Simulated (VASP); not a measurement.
Write the native input for VASP 6.6.1 that does the following.

* Task: single point
* Functional: PBEsol
* Potentials or basis: VASP PAW PBE potentials, release 64 (Ta_pv, N)
* Cutoff: 520 eV
* k mesh: 9 × 9 × 12
* Occupations: gaussian, width 0.1 eV
* Spin: no spin polarisation
* Dipole correction: no
* Further INCAR settings: ALGO = Normal; EDIFF = 1e-06; NBANDS = 33

The structure of TaN (sol) lies in POSCAR:

```
TaN
1.0
    5.1781636113      0.0000000000      0.0000000000
   -2.5890818057      4.4844212323      0.0000000000
    0.0000000000      0.0000000000      2.8955690787
Ta N
3 3
Direct
    0.0000000000      0.0000000000      0.0000000000
    0.3333333333      0.6666666667      0.5000000000
    0.6666666667      0.3333333333      0.5000000000
    0.3934289492      0.0000000000      0.0000000000
    0.6065710508      0.6065710508      0.0000000000
    0.0000000000      0.3934289492      0.0000000000
```

One way to write it, as run:

INCAR

```
PREC     = Accurate       # precision mode
ENCUT    = 520            # plane-wave cutoff, eV
EDIFF    = 1E-6           # SCF threshold, eV
ISMEAR   = 0              # smearing method
SIGMA    = 0.1            # smearing width, eV
LREAL    = False          # projectors in reciprocal space
LASPH    = True           # aspherical terms in the spheres
NELM     = 60             # most SCF steps
ALGO     = Normal         # electronic algorithm
ISIF     = 2              # what is computed and relaxed
LWAVE    = False          # write WAVECAR
LCHARG   = False          # write CHGCAR
GGA      = PS             # functional
NBANDS   = 33             # bands
```

KPOINTS

```
regular mesh
0
Gamma
  9 9 12
```

Potentials or basis: VASP PAW PBE potentials, release 64 (Ta_pv, N).

Command:

```bash
$ cat potpaw_PBE.64/Ta_pv/POTCAR potpaw_PBE.64/N/POTCAR > POTCAR
$ mpirun -np 1 vasp_std > vasp.out
```

Results of the run:

```json
{
  "Pressure": "1.0 GPa",
  "Largest force": "0.005 eV/Å",
  "Band gap on the k mesh": "zero (band 24 reaches 10.25 eV, above the bottom of band 25 at 7.03 eV)"
}
```

Caveat: the PAW data sets were made with another functional, which shifts forces and pressure a little; spin-orbit coupling is left out, which moves the levels of the heavy elements.

It took 2.1 min on 1 thread of Intel(R) Xeon(R) Platinum 8488C (Sapphire Rapids), on a shared host, peak memory 0.28 GiB.
